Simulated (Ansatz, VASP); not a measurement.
# Mg3ZrN3: VASP beside Ansatz

Contents of INCAR:

```
ALGO = Normal
EDIFF = 1E-6
EDIFFG = -0.01
ENCUT = 600
GGA = PE
IBRION = 2
ISIF = 3
ISMEAR = 0
LASPH = True
LCHARG = False
LREAL = False
LWAVE = False
NELM = 100
NSW = 100
PREC = Accurate
SIGMA = 0.1
```

Contents of KPOINTS:

```
k-points
0
Gamma
  8 8 8
```

POSCAR

```
Mg3ZrN3
1.0
    4.4653007698      0.0000000000      0.0000000000
    0.0000000000      4.4653007698      0.0000000000
    0.0000000000      0.0000000000      4.4653007698
Mg Zr N
3 1 3
Direct
    0.0000000000      0.5000000000      0.0000000000
    0.0000000000      0.0000000000      0.5000000000
    0.5000000000      0.0000000000      0.0000000000
    0.5000000000      0.5000000000      0.5000000000
    0.5000000000      0.0000000000      0.5000000000
    0.5000000000      0.5000000000      0.0000000000
    0.0000000000      0.5000000000      0.5000000000
```

Input for Ansatz:

```yaml
crystal:
  lattice:
    - [4.4653007698, 0.0, 0.0]
    - [0.0, 4.4653007698, 0.0]
    - [0.0, 0.0, 4.4653007698]
  atoms:
    - { symbol: Mg, position: [0.0, 0.5, 0.0] }
    - { symbol: Mg, position: [0.0, 0.0, 0.5] }
    - { symbol: Mg, position: [0.5, 0.0, 0.0] }
    - { symbol: Zr, position: [0.5, 0.5, 0.5] }
    - { symbol: "N", position: [0.5, 0.0, 0.5] }
    - { symbol: "N", position: [0.5, 0.5, 0.0] }
    - { symbol: "N", position: [0.0, 0.5, 0.5] }
basis:
  ecutwfc: 420
kpoints:
  mp_grid: { grid: [8, 8, 8] }
hamiltonian:
  xc: pbe
scf:
  occupations: { method: gaussian, width: 0.1 }
output:
  forces: true
  stress: true
  eigenvalues: true
  write_density: true
  write_potential: true
  elf: true
  volumetric_format: npy
relax:
  adjacent_minimum: "off"
  f_tol: 0.01
  max_steps: 80
  cell: { stress_tol: 0.05 }
```

Alike in both runs: task relaxation of cell and atoms; functional PBE; k mesh 8 × 8 × 8; occupations gaussian, width 0.1 eV; no spin polarisation.

```csv
,VASP,Ansatz
version,VASP 6.6.1,Ansatz 0.2.0
potentials or method,"VASP PAW PBE potentials, release 64 (Mg, Zr_sv, N), cutoff 600 eV","scalar-relativistic, plane waves, PAW"
valence electrons in the cell,33,57
```

VASP gave:

| Property | Result |
| --- | --- |
| gap on the k mesh at the Fermi level, each at its own relaxed structure (eV) | none |
| relaxed volume (Å³/atom) | 12.68 |
| relaxed cell length with the largest relative difference (Å) | 4.461 |

Q: Which values does Ansatz return?

A: gap on the k mesh at the Fermi level, each at its own relaxed structure (eV): none; relaxed volume (Å³/atom): 12.71; relaxed cell length with the largest relative difference (Å): 4.464.

A gap of «none» marks a metal or a gap that the smearing closes. VASP's potentials hold 33 valence electrons a cell and Ansatz's 57, so a difference there can come from the potentials and not from the codes.
